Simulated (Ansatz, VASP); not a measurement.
## LiCl in VASP and in Ansatz

```
Li Cl
1.0
     3.14585   -1.82297    0.06283
     3.14585    1.82297    0.06283
    -2.20794    0.00000    5.90432
Li Cl
2 2
Cartesian
  2.5527 0.9115 3.7679
  3.6567 -0.9115 0.8158
  0.4271 0.9112 5.2142
  1.5311 -0.9112 2.2620
```

Alike in both runs: functional PBE; k mesh 6 × 6 × 4; occupations gaussian, width 0.1 eV; no spin polarisation.

Ansatz relaxed the structure, and its values are those at the end. VASP's run is a single point on that final structure, the one shown.

|  | VASP | Ansatz |
| --- | --- | --- |
| version | VASP 6.6.1 | Ansatz 0.2.0 |
| potentials or method | VASP PAW PBE potentials, release 64 (Li_sv, Cl), cutoff 520 eV | scalar-relativistic, plane waves, PAW |
| valence electrons in the cell | 20 | 20 |

Ansatz gave:

- gap on the k mesh at the Fermi level (eV): 6.26
- least direct gap on the mesh (eV): 6.26

Problem. Estimate VASP's values.

Solution. gap on the k mesh at the Fermi level (eV): 6.27; least direct gap on the mesh (eV): 6.27.

With one functional, cell and mesh, what is left measures potentials, basis and numerics.

Noted on VASP's run: the cutoff is short for stress, so the pressure is rough.
